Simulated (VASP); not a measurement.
# NaI in VASP: further runs

Runs on NaI. Level: PBE. Tasks: single point.

All numbers are computed with VASP 6.6.1; they aren't measurements. Logs are shortened: lines on timing, memory, paths and dates and some standing lists are left out, and cuts for length are marked.

### Step 1. The cell of the first run

Symmetry: Fm-3m, No. 225, cubic system. The conventional cell has a = 6.279 Å, b = 6.279 Å, c = 6.279 Å, α = 90.00°, β = 90.00°, γ = 90.00°. Na (site symmetry m-3m) has 6 I at 3.14 Å within 4.1 Å. Within 4.1 Å of I (site symmetry m-3m) lie 6 Na at 3.14 Å.

### Step 2. Single point, PBE (strain -0.030 along x and y, -0.030 along z)

Contents of INCAR:

```
SYSTEM = NaI
  PREC = Accurate
  ENCUT = 520
  EDIFF = 1E-7
  ISMEAR = 0
  SIGMA = 0.05
  LREAL = .False.
  LASPH = .True.
  NELM = 80
  ALGO = Normal
  ISIF = 2
  LWAVE = .False.
  LCHARG = .False.
  GGA = PE
  NBANDS = 14
```

Contents of KPOINTS:

```
Automatic mesh
0
Gamma
  6 6 6
  0 0 0
```

Contents of POSCAR:

```
NaI
1.0
    0.0000000000      3.1393080000      3.1393080000
    3.1393080000      0.0000000000      3.1393080000
    3.1393080000      3.1393080000      0.0000000000
Na I
1 1
Direct
    0.0000000000      0.0000000000      0.0000000000
    0.5000000000      0.5000000000      0.5000000000
```

Potentials or basis: VASP PAW PBE potentials, release 64 (Na_pv, I).

On the command line:

```console
$ cat potpaw_PBE.64/Na_pv/POTCAR potpaw_PBE.64/I/POTCAR > POTCAR
$ mpirun -np 1 vasp_std > vasp.out
```

OUTCAR:

```text
SYSTEM = NaI
   PREC = Accurate
   ENCUT = 520
   EDIFF = 1E-7
   ISMEAR = 0
   LREAL = .False.
   LASPH = .True.
   NELM = 80
   ISIF = 2
   GGA = PE

 ion  position               nearest neighbor table
   1  0.000  0.000  0.000-   2 3.14   2 3.14   2 3.14   2 3.14   2 3.14   2 3.14
   2  0.500  0.500  0.500-   1 3.14   1 3.14   1 3.14   1 3.14   1 3.14   1 3.14

  LATTYP: Found a face centered cubic cell.
 ALAT       =     6.2786160000

  Lattice vectors:

 A1 = (   0.0000000000,   3.1393080000,   3.1393080000)
 A2 = (   3.1393080000,   0.0000000000,   3.1393080000)
 A3 = (   3.1393080000,   3.1393080000,   0.0000000000)

Analysis of symmetry for initial positions (statically):
=====================================================================
 Subroutine PRICEL returns:
 Original cell was already a primitive cell.

 Routine SETGRP: Setting up the symmetry group for a
 face centered cubic supercell.

 Subroutine GETGRP returns: Found 48 space group operations
 (whereof 48 operations were pure point group operations)
 out of a pool of 48 trial point group operations.

The static configuration has the point symmetry O_h .

Analysis of symmetry for dynamics (positions and initial velocities):
=====================================================================
 Subroutine PRICEL returns:
 Original cell was already a primitive cell.

 Routine SETGRP: Setting up the symmetry group for a
 face centered cubic supercell.

 Subroutine GETGRP returns: Found 48 space group operations
 (whereof 48 operations were pure point group operations)
 out of a pool of 48 trial point group operations.

The dynamic configuration has the point symmetry O_h .

 Subroutine INISYM returns: Found 48 space group operations
 (whereof 48 operations are pure point group operations),
 and found     1 'primitive' translations

----------------------------------------------------------------------------------------

                                     Primitive cell

  volume of cell :      61.8774

  direct lattice vectors                    reciprocal lattice vectors
     0.000000000  3.139308000  3.139308000    -0.159270769  0.159270769  0.159270769
     3.139308000  0.000000000  3.139308000     0.159270769 -0.159270769  0.159270769
     3.139308000  3.139308000  0.000000000     0.159270769  0.159270769 -0.159270769

  length of vectors
     4.439651950  4.439651950  4.439651950     0.275865064  0.275865064  0.275865064

  position of ions in fractional coordinates (direct lattice)
     0.000000000  0.000000000  0.000000000
     0.500000000  0.500000000  0.500000000

  ion indices of the primitive-cell ions
   primitive index   ion index
                 1           1
                 2           2

----------------------------------------------------------------------------------------

 KPOINTS: Automatic mesh

Automatic generation of k-mesh.
 Grid dimensions read from file:
 generate k-points for:    6    6    6

 Generating k-lattice:

  Cartesian coordinates                     Fractional coordinates (reciprocal lattice)
    -0.026545128  0.026545128  0.026545128     0.166666667  0.000000000  0.000000000
     0.026545128 -0.026545128  0.026545128     0.000000000  0.166666667  0.000000000
     0.026545128  0.026545128 -0.026545128     0.000000000  0.000000000  0.166666667

  Length of vectors
     0.045977511  0.045977511  0.045977511

  Shift w.r.t. Gamma in fractional coordinates (k-lattice)
     0.000000000  0.000000000  0.000000000

 Subroutine IBZKPT returns following result:
 ===========================================

 Found     16 irreducible k-points:

 Following reciprocal coordinates:
            Coordinates               Weight
  0.000000  0.000000  0.000000      1.000000
  0.166667  0.000000  0.000000      8.000000
  0.333333  0.000000  0.000000      8.000000
  0.500000  0.000000  0.000000      4.000000
  0.166667  0.166667  0.000000      6.000000
  0.333333  0.166667  0.000000     24.000000
[... 8 lines left out ...]
 -0.333333  0.333333  0.166667     24.000000
 -0.333333  0.500000  0.166667     12.000000
   k-points           NKPTS =     16   k-points in BZ     NKDIM =     16   number of bands    NBANDS=     14
   number of dos      NEDOS =    301   number of ions     NIONS =      2
   total plane-waves  NPLWV =  46656
   dimension x,y,z NGX =    36 NGY =   36 NGZ =   36
   dimension x,y,z NGXF=    72 NGYF=   72 NGZF=   72
   ions per type =               1   1
   NGX,Y,Z   is equivalent  to a cutoff of  13.48, 13.48, 13.48 a.u.
   NGXF,Y,Z  is equivalent  to a cutoff of  26.96, 26.96, 26.96 a.u.
 SYSTEM =  NaI
   PREC   = accura    normal or accurate (medium, high low for compatibility)
   ISTART =      0    job   : 0-new  1-cont  2-samecut
   ICHARG =      2    charge: 1-file 2-atom 10-const
   ISPIN  =      1    spin polarized calculation?
   LNONCOLLINEAR =      F non collinear calculations
   LSORBIT =      F    spin-orbit coupling
   LASPH  =      T    aspherical Exc in radial PAW
   ENCUT  =  520.0 eV  38.22 Ry    6.18 a.u.   8.25  8.25  8.25*2*pi/ulx,y,z
   NELM   =     80;   NELMIN=  2; NELMDL= -5     # of ELM steps
   EDIFF  = 0.1E-06   stopping-criterion for ELM
   LREAL  =      F    real-space projection
   EDIFFG = 0.1E-05   stopping-criterion for IOM
   NSW    =      0    number of steps for IOM
   IBRION =     -1    ionic relax: 0-MD 1-quasi-New 2-CG
   NFREE  =      0    steps in history (QN), initial steepest desc. (CG)
   ISIF   =      2    stress and relaxation
   ISYM   =      2    0-nonsym 1-usesym 2-fastsym
   POTIM  = 0.5000    time-step for ionic-motion
   TEBEG  =    0.0;   TEEND  =   0.0 temperature during run
   PSTRESS=    0.0 pullay stress
   NELECT =      14.0000    total number of electrons
   NUPDOWN=      -1.0000    fix difference up-down
   EMIN   =  10.00;   EMAX   =-10.00  energy-range for DOS
   EFERMI =   0.00;   METHOD = LEGACY
   ISMEAR =     0;   SIGMA  =   0.05  broadening in eV -4-tet -1-fermi 0-gaus
   EFERMI_NEDOS =   21; number of points for ismear=-14 and -15
   IALGO  =     38    algorithm
   IMIX   =      4    mixing-type and parameters
     AMIX     =   0.40;   BMIX     =  1.00
     AMIX_MAG =   1.60;   BMIX_MAG =  1.00
  volume/ion in A,a.u.               =      30.94       208.78
  Fermi-wavevector in a.u.,A,eV,Ry     =   0.997563  1.885120 13.539587  0.995132
  Thomas-Fermi vector in A             =   2.129727
   LORBIT       =      0    0 simple, 1 ext, 2 COOP (PROOUT), +10 PAW based schemes
   GGA     = PE    functional components
   LHFCALC =     F    Hartree Fock is set to
   AEXX    =    0.0000 exact exchange contribution
   IVDW    =     0    specifies the selected vdW correction
   LEPSILON=     F    determine dielectric tensor
   LRPA    =     F    only Hartree local field effects (RPA)
 non-spin polarized calculation
 Gauss-broadening in eV      SIGMA  =   0.05
  energy-cutoff  :      520.00
  volume of cell :       61.88
 maximum number of plane-waves:      1687
 NGX is ok and might be reduce to    36
   NGX = 17   NGY = 17   NGZ = 17

 number of electron      14.0000008 magnetization

 Free energy of the ion-electron system (eV)
  ---------------------------------------------------
  ext. energy  EPLUGINS =         0.00000000
  ---------------------------------------------------
  free energy    TOTEN  =        -5.33583391 eV

  energy without entropy =       -5.33583391  energy(sigma->0) =       -5.33583391

 E-fermi :   1.7551     XC(G=0):  -8.0787

 val. band max:        1.4820747326   @ k =   0.0000   0.0000   0.0000
 cond. band min:       5.3867235022   @ k =   0.0000   0.0000   0.0000
 fundamental gap:      3.9046487697
 Fermi energy:         1.7551122367

 k-point     1 :       0.0000    0.0000    0.0000
  band No.  band energies     occupation
      1     -20.8715      2.00000
      2     -20.8715      2.00000
      3     -20.8715      2.00000
      4      -9.7933      2.00000
      5       1.4821      2.00000
      6       1.4821      2.00000
      7       1.4821      2.00000
      8       5.3867      0.00000
      9       9.4003      0.00000
     10       9.4003      0.00000
     11       9.4003      0.00000
     12      11.3757      0.00000
     13      11.3757      0.00000
     14      11.9643      0.00000

 k-point     2 :       0.1667    0.0000    0.0000
  band No.  band energies     occupation
      1     -20.8736      2.00000
      2     -20.8716      2.00000
      3     -20.8716      2.00000
      4      -9.6975      2.00000
      5       0.6325      2.00000
      6       1.3896      2.00000
      7       1.3896      2.00000
      8       6.2407      0.00000
      9       8.9613      0.00000
     10       9.6325      0.00000
     11       9.6325      0.00000
     12      10.8687      0.00000
     13      10.8687      0.00000
     14      12.6003      0.00000

 k-point     3 :       0.3333    0.0000    0.0000
  band No.  band energies     occupation
      1     -20.8779      2.00000
      2     -20.8718      2.00000
      3     -20.8718      2.00000
      4      -9.4916      2.00000
      5      -0.5570      2.00000
      6       1.2186      2.00000
      7       1.2186      2.00000
      8       6.6830      0.00000
      9       9.2563      0.00000
     10       9.2563      0.00000
     11       9.9441      0.00000
     12      11.8714      0.00000
     13      11.9538      0.00000
     14      11.9538      0.00000
[... 188 lines left out ...]
 k-point    15 :      -0.3333    0.3333    0.1667
  band No.  band energies     occupation
      1     -20.8774      2.00000
      2     -20.8749      2.00000
      3     -20.8732      2.00000
      4      -9.2984      2.00000
      5      -0.5233      2.00000
      6       0.0989      2.00000
      7       0.7119      2.00000
      8       7.6639      0.00000
      9       8.2407      0.00000
     10       9.5674      0.00000
     11      10.2156      0.00000
     12      12.1975      0.00000
     13      13.7446      0.00000
     14      14.8690      0.00000

 k-point    16 :      -0.3333    0.5000    0.1667
  band No.  band energies     occupation
      1     -20.8768      2.00000
      2     -20.8750      2.00000
      3     -20.8743      2.00000
      4      -9.2733      2.00000
      5      -0.4719      2.00000
      6       0.1785      2.00000
      7       0.4339      2.00000
      8       6.9921      0.00000
      9       7.9384      0.00000
     10      10.3315      0.00000
     11      10.3948      0.00000
     12      13.6416      0.00000
     13      14.4163      0.00000
     14      14.6460      0.00000

------------------------ aborting loop because EDIFF is reached ----------------------------------------

  FORCE on cell =-STRESS in cart. coord.  units (eV):
  Direction    XX          YY          ZZ          XY          YZ          ZX
  --------------------------------------------------------------------------------------
  -------------------------------------------------------------------------------------
  Total        0.9135468      0.9135468      0.9135468      0.0000000     -0.0000000     -0.0000000
  in kB       23.6542740     23.6542740     23.6542740      0.0000000     -0.0000000     -0.0000000
  external PRESSURE =      23.6542740 kB  Pullay stress =       0.0000000 kB

 VOLUME and BASIS-vectors are now :
 -----------------------------------------------------------------------------
  energy-cutoff  :      520.00
  volume of cell :       61.88
      direct lattice vectors                 reciprocal lattice vectors
     0.000000000  3.139308000  3.139308000    -0.159270769  0.159270769  0.159270769
     3.139308000  0.000000000  3.139308000     0.159270769 -0.159270769  0.159270769
     3.139308000  3.139308000  0.000000000     0.159270769  0.159270769 -0.159270769

 POSITION                                       TOTAL-FORCE (eV/Angst)
 -----------------------------------------------------------------------------------
      0.00000      0.00000      0.00000         0.000000      0.000000      0.000000
      3.13931      3.13931      3.13931        -0.000000     -0.000000     -0.000000
 -----------------------------------------------------------------------------------
    total drift:                                0.000000      0.000000      0.000000

  FREE ENERGIE OF THE ION-ELECTRON SYSTEM (eV)
  ---------------------------------------------------
  free  energy   TOTEN  =        -5.3358339116 eV

  energy  without entropy=       -5.3358339116  energy(sigma->0) =       -5.33583391
```

Run time: 21 s. Hardware: 1 thread of Intel Xeon 8259CL, shared host; peak memory 0.2 GiB.

Results:

- Free energy: -5.3358 eV
- Pressure: 2.4 GPa
- Band gap on the k mesh: 3.90 eV

Caveat: the cell differs from its parent crystal (strain -0.030 along x and y, -0.030 along z); spin-orbit coupling is left out, which moves the levels of the heavy elements.

(Continued in part 2 of 2.)
